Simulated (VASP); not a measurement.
Wanted: the native input for a VASP 6.6.1 run.

| Property | Result |
| --- | --- |
| Task | relaxation of cell and atoms |
| Functional | LDA |
| Potentials or basis | VASP PAW LDA potentials, release 64 (Au) |
| Cutoff | 600 eV |
| k mesh | 20 × 20 × 20 |
| Occupations | methfessel-paxton, width 0.1 eV |
| Spin | no spin polarisation |
| Dipole correction | no |
| Further INCAR settings | ALGO = Normal; EDIFF = 1e-07; IBRION = 2; EDIFFG = -0.005; NSW = 80; ISIF = 3 |

The structure of Au lies in POSCAR:

```
Au
1.0
    0.0000000000      2.0250000000      2.0250000000
    2.0250000000      0.0000000000      2.0250000000
    2.0250000000      2.0250000000      0.0000000000
Au
1
Direct
    0.0000000000      0.0000000000      0.0000000000
```

One way to write it, as run:

INCAR

```
SYSTEM = Au
PREC = Accurate ; ENCUT = 600
EDIFF = 1E-7 ; ISMEAR = 1
SIGMA = 0.1 ; LREAL = .FALSE.
LASPH = .TRUE. ; NELM = 80
ALGO = Normal ; ISIF = 3
LWAVE = .FALSE. ; LCHARG = .FALSE.
GGA = CA ; IBRION = 2
NSW = 80 ; EDIFFG = -0.005
```

KPOINTS

```
Automatic mesh
0
G
  20 20 20
  0 0 0
```

Potentials or basis: VASP PAW LDA potentials, release 64 (Au).

Run with:

```console
$ cat potpaw_LDA.64/Au/POTCAR > POTCAR
$ mpirun -np 1 vasp_std > vasp.out
```

It gave:

```
Relaxed volume                         : 16.64 Å³/atom
Relaxed cell                           : a = 2.865 Å, b = 2.865 Å, c = 2.865 Å, α = 60.00°, β = 60.00°, γ = 60.00°
Space group after relaxing (to 0.05 Å) : Fm-3m (No. 225)
Energy gained by relaxing              : 0.0 meV/atom
Ionic steps                            : 3
Pressure after relaxing                : 0.0 GPa
```

Run time: 21 s on 1 thread of Intel(R) Xeon(R) 6975P-C (Granite Rapids) (shared host), peak memory 0.17 GiB.
